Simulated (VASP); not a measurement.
# EuFe4As12 (Im-3) in VASP: single point with PBE+U

Aim: the single point of EuFe4As12 with PBE+U.

Program: VASP 6.6.1. These are calculated values, not measurements. Logs are shortened: lines on timing, memory, paths and dates and some standing lists are left out, and cuts for length are marked.

### Step 1. The cell of the first run

Symmetry: Im-3, No. 204, cubic system. Conventional cell: a = 8.366 Å, b = 8.366 Å, c = 8.366 Å, α = 90.00°, β = 90.00°, γ = 90.00°. Eu (site symmetry m-3) has 12 As at 3.16 Å and 8 Fe at 3.62 Å within 4.2 Å. Within 3.1 Å of Fe (site symmetry -3) lie 6 As at 2.37 Å. Within 3.2 Å of As (site symmetry m) lie 2 Fe at 2.37 Å and 6 As at 2.60 to 3.16 Å and 1 Eu at 3.16 Å.

### Step 2. Single point, PBE+U, collinear spin, ferrimagnetic start

File INCAR:

```
PREC = Accurate
ENCUT = 520
EDIFF = 1E-6
ISMEAR = 0
SIGMA = 0.05
LREAL = Auto
LASPH = T
NELM = 150
ALGO = Normal
ISIF = 2
LWAVE = F
LCHARG = T
ISPIN = 2
MAGMOM = 7 2.5 2.5 2.5 -2.5 0 0 0 0 0 0 0 0 0 0 0 0
LORBIT = 11
LMAXMIX = 6
LDAU = T
LDAUTYPE = 2
LDAUL = 3 -1 -1
LDAUU = 6 0 0
LDAUJ = 0 0 0
LDAUPRINT = 1
GGA = PE
LELF = T
LVHAR = T
NBANDS = 72
```

File KPOINTS:

```
regular mesh
0
Gamma
  3 3 3
```

File POSCAR:

```
EuFe4As12
1.0
   -4.1831733831      4.1831733831      4.1831733831
    4.1831733831     -4.1831733831      4.1831733831
    4.1831733831      4.1831733831     -4.1831733831
Eu Fe As
1 4 12
Direct
    0.0000000000      0.0000000000      0.0000000000
    0.5000000000      0.0000000000      0.0000000000
    0.0000000000      0.5000000000      0.0000000000
    0.0000000000      0.0000000000      0.5000000000
    0.5000000000      0.5000000000      0.5000000000
    0.4997640189      0.6555505877      0.8442134312
    0.5002359811      0.3444494123      0.1557865688
    0.8113371565      0.6555505877      0.1557865688
    0.1886628435      0.3444494123      0.8442134312
    0.8442134312      0.1886628435      0.3444494123
    0.1557865688      0.8113371565      0.6555505877
    0.1557865688      0.5002359811      0.3444494123
    0.8442134312      0.4997640189      0.6555505877
    0.6555505877      0.1557865688      0.8113371565
    0.3444494123      0.8442134312      0.1886628435
    0.3444494123      0.1557865688      0.5002359811
    0.6555505877      0.8442134312      0.4997640189
```

Potentials or basis: VASP PAW PBE potentials, release 64 (Eu, Fe, As).

Command:

```console
> cat potpaw_PBE.64/Eu/POTCAR potpaw_PBE.64/Fe/POTCAR potpaw_PBE.64/As/POTCAR > POTCAR
> mpirun -np 1 vasp_std > vasp.out
```

OUTCAR:

```text
PREC = Accurate
   ENCUT = 520
   EDIFF = 1E-6
   ISMEAR = 0
   LREAL = Auto
   LASPH = T
   NELM = 150
   ISIF = 2
   ISPIN = 2
   LORBIT = 11
   GGA = PE

 ion  position               nearest neighbor table
   1  0.000  0.000  0.000-   7 3.16  12 3.16  16 3.16   9 3.16  10 3.16  15 3.16  17 3.16  13 3.16
                             6 3.16  11 3.16  14 3.16   8 3.16
   2  0.500  0.000  0.000-  15 2.37  14 2.37  11 2.37   6 2.37  10 2.37   7 2.37
   3  0.000  0.500  0.000-   9 2.37   8 2.37  14 2.37  13 2.37  12 2.37  15 2.37
   4  0.000  0.000  0.500-  10 2.37   8 2.37  11 2.37  17 2.37  16 2.37   9 2.37
   5  0.500  0.500  0.500-   7 2.37  12 2.37  16 2.37  13 2.37   6 2.37  17 2.37
   6  0.500  0.656  0.844-   2 2.37   5 2.37   9 2.60   8 2.61   1 3.16
   7  0.500  0.344  0.156-   5 2.37   2 2.37   8 2.60   9 2.61   1 3.16
   8  0.811  0.656  0.156-   3 2.37   4 2.37   7 2.60   6 2.61   1 3.16
   9  0.189  0.344  0.844-   3 2.37   4 2.37   6 2.60   7 2.61   1 3.16
  10  0.844  0.189  0.344-   4 2.37   2 2.37  13 2.60  12 2.61   1 3.16
  11  0.156  0.811  0.656-   2 2.37   4 2.37  12 2.60  13 2.61   1 3.16
  12  0.156  0.500  0.344-   5 2.37   3 2.37  11 2.60  10 2.61   1 3.16
  13  0.844  0.500  0.656-   3 2.37   5 2.37  10 2.60  11 2.61   1 3.16
  14  0.656  0.156  0.811-   2 2.37   3 2.37  16 2.60  17 2.61   1 3.16
  15  0.344  0.844  0.189-   2 2.37   3 2.37  17 2.60  16 2.61   1 3.16
  16  0.344  0.156  0.500-   5 2.37   4 2.37  14 2.60  15 2.61   1 3.16
  17  0.656  0.844  0.500-   4 2.37   5 2.37  15 2.60  14 2.61   1 3.16

  LATTYP: Found a body centered cubic cell.
 ALAT       =     8.3663467662

  Lattice vectors:

 A1 = (  -4.1831733831,   4.1831733831,   4.1831733831)
 A2 = (   4.1831733831,  -4.1831733831,   4.1831733831)
 A3 = (   4.1831733831,   4.1831733831,  -4.1831733831)

Analysis of symmetry for initial positions (statically):
=====================================================================
 Subroutine PRICEL returns:
 Original cell was already a primitive cell.

 Routine SETGRP: Setting up the symmetry group for a
 body centered cubic supercell.

 Subroutine GETGRP returns: Found 24 space group operations
 (whereof 24 operations were pure point group operations)
 out of a pool of 48 trial point group operations.

The static configuration has the point symmetry T_h .

Analysis of symmetry for dynamics (positions and initial velocities):
=====================================================================
 Subroutine PRICEL returns:
 Original cell was already a primitive cell.

 Routine SETGRP: Setting up the symmetry group for a
 body centered cubic supercell.

 Subroutine GETGRP returns: Found 24 space group operations
 (whereof 24 operations were pure point group operations)
 out of a pool of 48 trial point group operations.

The dynamic configuration has the point symmetry T_h .

Analysis of structural, dynamic, and magnetic symmetry:
=====================================================================
 Subroutine PRICEL returns:
 Original cell was already a primitive cell.

 Routine SETGRP: Setting up the symmetry group for a
 body centered cubic supercell.

 Subroutine GETGRP returns: Found  6 space group operations
 (whereof  6 operations were pure point group operations)
 out of a pool of 48 trial point group operations.

The overall configuration has the point symmetry S_6 .

[... 182 lines left out ...]
  o =  0.0011  v =  0.0000  0.0000  0.0000  0.0000  0.0000  0.0000  0.0000 -0.5416  0.0013  0.2001  0.3056 -0.5744  0.4898 -0.0583      0.0000  0.0000  0.0000  0.0000  0.0000  0.0000  0.0000  0.0000  0.0000  0.0000  0.0000  0.0000  0.0000  0.0000
  o =  0.0023  v =  0.0000  0.0000  0.0000  0.0000  0.0000  0.0000  0.0000 -0.0038  0.9997 -0.0125  0.0107 -0.0006 -0.0075  0.0130      0.0000  0.0000  0.0000  0.0000  0.0000  0.0000  0.0000  0.0000  0.0000  0.0000  0.0000  0.0000  0.0000  0.0000
  o =  0.0026  v =  0.0000  0.0000  0.0000  0.0000  0.0000  0.0000  0.0000  0.0824  0.0000  0.2266  0.6743  0.0551 -0.4233 -0.5523      0.0000  0.0000  0.0000  0.0000  0.0000  0.0000  0.0000  0.0000  0.0000  0.0000  0.0000  0.0000  0.0000  0.0000
  o =  0.0026  v =  0.0000  0.0000  0.0000  0.0000  0.0000  0.0000  0.0000  0.2686  0.0000  0.7324  0.1538 -0.0585 -0.0958  0.5960      0.0000  0.0000  0.0000  0.0000  0.0000  0.0000  0.0000  0.0000  0.0000  0.0000  0.0000  0.0000  0.0000  0.0000
  o =  0.0026  v =  0.0000  0.0000  0.0000  0.0000  0.0000  0.0000  0.0000 -0.2000 -0.0226 -0.5414  0.4897 -0.0583 -0.3056  0.5743      0.0000  0.0000  0.0000  0.0000  0.0000  0.0000  0.0000  0.0000  0.0000  0.0000  0.0000  0.0000  0.0000  0.0000
  o =  0.9650  v = -0.0357  0.0000  0.2930  0.4141 -0.1861 -0.6925 -0.4767  0.0000  0.0000  0.0000  0.0000  0.0000  0.0000  0.0000      0.0000  0.0000  0.0000  0.0000  0.0000  0.0000  0.0000  0.0000  0.0000  0.0000  0.0000  0.0000  0.0000  0.0000
  o =  0.9650  v =  0.0910  0.0000 -0.7558 -0.0645 -0.2319  0.1071 -0.5925  0.0000  0.0000  0.0000  0.0000  0.0000  0.0000  0.0000      0.0000  0.0000  0.0000  0.0000  0.0000  0.0000  0.0000  0.0000  0.0000  0.0000  0.0000  0.0000  0.0000  0.0000
  o =  0.9650  v = -0.0701 -0.0013  0.5731 -0.2955 -0.2112  0.4960 -0.5373  0.0000  0.0000  0.0000  0.0000  0.0000  0.0000  0.0000      0.0000  0.0000  0.0000  0.0000  0.0000  0.0000  0.0000  0.0000  0.0000  0.0000  0.0000  0.0000  0.0000  0.0000
  o =  0.9770  v = -0.1641 -0.0000 -0.0194 -0.6651 -0.5679 -0.3980  0.2223  0.0000  0.0000  0.0000  0.0000  0.0000  0.0000  0.0000      0.0000  0.0000  0.0000  0.0000  0.0000  0.0000  0.0000  0.0000  0.0000  0.0000  0.0000  0.0000  0.0000  0.0000
  o =  0.9770  v = -0.7939  0.0000 -0.0958 -0.2205  0.5057 -0.1315 -0.1974  0.0000  0.0000  0.0000  0.0000  0.0000  0.0000  0.0000      0.0000  0.0000  0.0000  0.0000  0.0000  0.0000  0.0000  0.0000  0.0000  0.0000  0.0000  0.0000  0.0000  0.0000
  o =  0.9770  v =  0.5730 -0.0108  0.0701 -0.4960  0.5373 -0.2955 -0.2112  0.0000  0.0000  0.0000  0.0000  0.0000  0.0000  0.0000      0.0000  0.0000  0.0000  0.0000  0.0000  0.0000  0.0000  0.0000  0.0000  0.0000  0.0000  0.0000  0.0000  0.0000
  o =  0.9786  v =  0.0061  0.9999  0.0015 -0.0057  0.0055 -0.0026 -0.0030  0.0000  0.0000  0.0000  0.0000  0.0000  0.0000  0.0000      0.0000  0.0000  0.0000  0.0000  0.0000  0.0000  0.0000  0.0000  0.0000  0.0000  0.0000  0.0000  0.0000  0.0000

 number of electron     109.0000009 magnetization       8.9277027

 Free energy of the ion-electron system (eV)
  ---------------------------------------------------
  ext. energy  EPLUGINS =         0.00000000
  ---------------------------------------------------
  free energy    TOTEN  =      -105.45212825 eV

  energy without entropy =     -105.42798864  energy(sigma->0) =     -105.44005844

 E-fermi :   5.7165     XC(G=0): -11.1077

 val. band max:        5.7161405160   @ k =   0.3333   0.0000  -0.3333
 cond. band min:       5.7587801603   @ k =  -0.3333  -0.3333  -0.3333
 fundamental gap:      0.0426396443
 Fermi energy:         5.7165241252

 spin component 1

 k-point     1 :       0.0000    0.0000    0.0000
  band No.  band energies     occupation
      1     -34.0551      1.00000
      2     -13.1178      1.00000
      3     -13.1177      1.00000
      4     -13.1177      1.00000
      5      -8.2625      1.00000
      6      -6.0289      1.00000
[... 403 lines left out ...]
     65       7.5198      0.00000
     66       7.6938      0.00000
 Fermi energy:         5.7165241252

 spin component 2

 k-point     1 :       0.0000    0.0000    0.0000
  band No.  band energies     occupation
      1     -30.9313      1.00000
      2     -10.9399      1.00000
      3     -10.9398      1.00000
      4     -10.9398      1.00000
      5      -8.2548      1.00000
      6      -6.0195      1.00000
[... 403 lines left out ...]
     65       9.2118      0.00000
     66       9.4689      0.00000
 [bands above 66 left out]

------------------------ aborting loop because EDIFF is reached ----------------------------------------

  FORCE on cell =-STRESS in cart. coord.  units (eV):
  Direction    XX          YY          ZZ          XY          YZ          ZX
  --------------------------------------------------------------------------------------
  -------------------------------------------------------------------------------------
  Total        0.8389364      0.8389364      0.8389364     -0.0007811     -0.0007811     -0.0007811
  in kB        4.5905214      4.5905214      4.5905214     -0.0042743     -0.0042743     -0.0042743
  external PRESSURE =       4.5905214 kB  Pullay stress =       0.0000000 kB

 VOLUME and BASIS-vectors are now :
 -----------------------------------------------------------------------------
  energy-cutoff  :      520.00
  volume of cell :      292.80
      direct lattice vectors                 reciprocal lattice vectors
    -4.183173383  4.183173383  4.183173383     0.000000000  0.119526482  0.119526482
     4.183173383 -4.183173383  4.183173383     0.119526482  0.000000000  0.119526482
     4.183173383  4.183173383 -4.183173383     0.119526482  0.119526482  0.000000000

 POSITION                                       TOTAL-FORCE (eV/Angst)
 -----------------------------------------------------------------------------------
      0.00000      0.00000      0.00000         0.000000      0.000000      0.000000
     -2.09159      2.09159      2.09159         0.000000      0.000000      0.000000
      2.09159     -2.09159      2.09159         0.000000     -0.000000      0.000000
      2.09159      2.09159     -2.09159         0.000000      0.000000      0.000000
      2.09159      2.09159      2.09159         0.000000     -0.000000      0.000000
      4.18317      2.87981      1.30139        -0.001297     -0.015183      0.072667
[... 9 lines left out ...]
      1.30336      2.88178      0.00000         0.015183     -0.072667      0.001297
      2.87981      1.30139      4.18317        -0.015183      0.072667     -0.001297
 -----------------------------------------------------------------------------------
    total drift:                               -0.000000     -0.000000     -0.000000

  FREE ENERGIE OF THE ION-ELECTRON SYSTEM (eV)
  ---------------------------------------------------
  free  energy   TOTEN  =      -105.4521282478 eV

  energy  without entropy=     -105.4279886406  energy(sigma->0) =     -105.44005844

 total charge

# of ion       s       p       d       f       tot
--------------------------------------------------
    1        2.027   5.767   0.338   6.809  14.941
    2        0.431   0.591   6.467   0.000   7.488
    3        0.431   0.591   6.467   0.000   7.488
    4        0.431   0.591   6.467   0.000   7.488
    5        0.431   0.591   6.469   0.000   7.490
    6        1.247   1.434   0.067   0.000   2.748
[... 9 lines left out ...]
   16        1.247   1.434   0.067   0.000   2.748
   17        1.247   1.434   0.067   0.000   2.748
--------------------------------------------------
tot         18.711  25.339  27.011   6.809  77.871

 magnetization (x)

# of ion       s       p       d       f       tot
--------------------------------------------------
    1       -0.016  -0.118   0.048   6.784   6.697
    2        0.003   0.010   0.487   0.000   0.499
    3        0.003   0.010   0.487   0.000   0.499
    4        0.003   0.010   0.487   0.000   0.499
    5        0.003   0.010   0.486   0.000   0.498
    6       -0.003  -0.004   0.001   0.000  -0.007
[... 9 lines left out ...]
   16       -0.003  -0.004   0.001   0.000  -0.007
   17       -0.003  -0.004   0.001   0.000  -0.007
--------------------------------------------------
tot         -0.041  -0.133   2.000   6.784   8.610
```

Run time: 32 min. Hardware: 1 thread of AMD EPYC 7R43 (Zen 3), shared host; peak memory 0.55 GiB.

What came out:

| Quantity | Value |
| --- | --- |
| Free energy | -105.4521 eV |
| Pressure | 0.5 GPa |
| Largest force | 0.074 eV/Å |
| Net moment | 8.93 μB per cell |
| Site moments | Eu +6.70; Fe +0.50; As -0.01 μB |
| Valence electrons inside the program's atomic spheres | Eu 14.94; Fe 7.49; As 2.75 |

Forces in eV/Å, atoms in the order of the input:
```
Eu   0.000  0.000  0.000
Fe   0.000  0.000  0.000
Fe   0.000  0.000  0.000
Fe   0.000  0.000  0.000
Fe   0.000  0.000  0.000
As  -0.001 -0.015  0.073
As   0.001  0.015 -0.073
As   0.000  0.015  0.072
As   0.000 -0.015 -0.072
As  -0.072  0.000 -0.015
As   0.072  0.000  0.015
As  -0.073  0.001  0.015
As   0.073 -0.001 -0.015
As   0.015  0.072  0.000
As  -0.015 -0.072  0.000
As   0.015 -0.073  0.001
As  -0.015  0.073 -0.001
```

Levels at points of the mesh, in eV from the Fermi level:
Spin up:
```
           k point  band 56  band 57  band 58  band 59  band 60  band 61  band 62  band 63
(0.00, 0.00, 0.00)    -0.34    -0.34    -0.13     0.87     0.96     0.96     0.96     1.09
```
Spin down:
```
           k point  band 48  band 49  band 50  band 51  band 52  band 53
(0.00, 0.00, 0.00)    -0.39     0.08     0.08     0.51     0.76     1.27
```

Eigenvalues of the final occupation matrices:
```csv
site,spin,trace,eigenvalues
site 1 f,1,6.80,0.96 0.97 0.97 0.98 0.98 0.98 0.98
site 1 f,2,0.01,0.00 0.00 0.00 0.00 0.00 0.00 0.00
```

Caveat: spin-orbit coupling is left out, which moves the levels of the heavy elements.
